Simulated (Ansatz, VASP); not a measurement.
**Nb: VASP beside Ansatz**

Contents of INCAR:

```
PREC = Accurate ; ENCUT = 520
EDIFF = 1E-7 ; ISMEAR = -1
SIGMA = 0.1 ; LREAL = False
LASPH = True ; NELM = 80
ALGO = Normal ; ISIF = 2
LWAVE = False ; LCHARG = True
GGA = RE ; LELF = True
LVHAR = True ; NBANDS = 20
```

File KPOINTS:

```
regular mesh
0
Gamma
  10 10 10
```

Contents of POSCAR:

```
Nb
1.0
    0.0000000000      3.0542506995      3.0542506995
    3.0542506995      0.0000000000      3.0542506995
    3.0542506995      3.0542506995      0.0000000000
Nb
2
Direct
    0.1250000000      0.1250000000      0.1250000000
    0.8750000000      0.8750000000      0.8750000000
```

Input for Ansatz:

```yaml
crystal:
  lattice:
    - [0.0, 3.0542506995, 3.0542506995]
    - [3.0542506995, 0.0, 3.0542506995]
    - [3.0542506995, 3.0542506995, 0.0]
  atoms:
    - { symbol: Nb, position: [0.125, 0.125, 0.125] }
    - { symbol: Nb, position: [0.875, 0.875, 0.875] }
hamiltonian:
  xc: revpbe
  pseudopotentials:
    kind: paw
    azcp:
      Nb: "pseudopotentials/Nb.paw.azcp"
basis:
  ecutwfc: 420
  fft_grid_basis: typed
kpoints:
  mp_grid: { grid: [10, 10, 10], shift: [0, 0, 0] }
magnetization:
  spin_polarized: false
scf:
  occupations: { method: fermi_dirac, width: 0.1 }
  lower_state_search: "off"
output:
  stress: true
  write_density: true
  write_potential: true
  elf: true
  volumetric_format: npy
```

Alike in both runs: task single point; functional revPBE; k mesh 10 × 10 × 10; occupations fermi-dirac, width 0.1 eV; no spin polarisation.

|  | VASP | Ansatz |
| --- | --- | --- |
| version | VASP 6.6.1 | Ansatz 0.2.0 |
| potentials or method | VASP PAW PBE potentials, release 64 (Nb_sv), cutoff 520 eV | plane waves (420 eV) with PAW, scalar-relativistic |
| valence electrons in the cell | 26 | 26 |

```tsv
	VASP	Ansatz	Ansatz less VASP
pressure (GPa)	-4.1	-4.1	+0.04
```

VASP's potentials were made for PBE, not for revPBE.
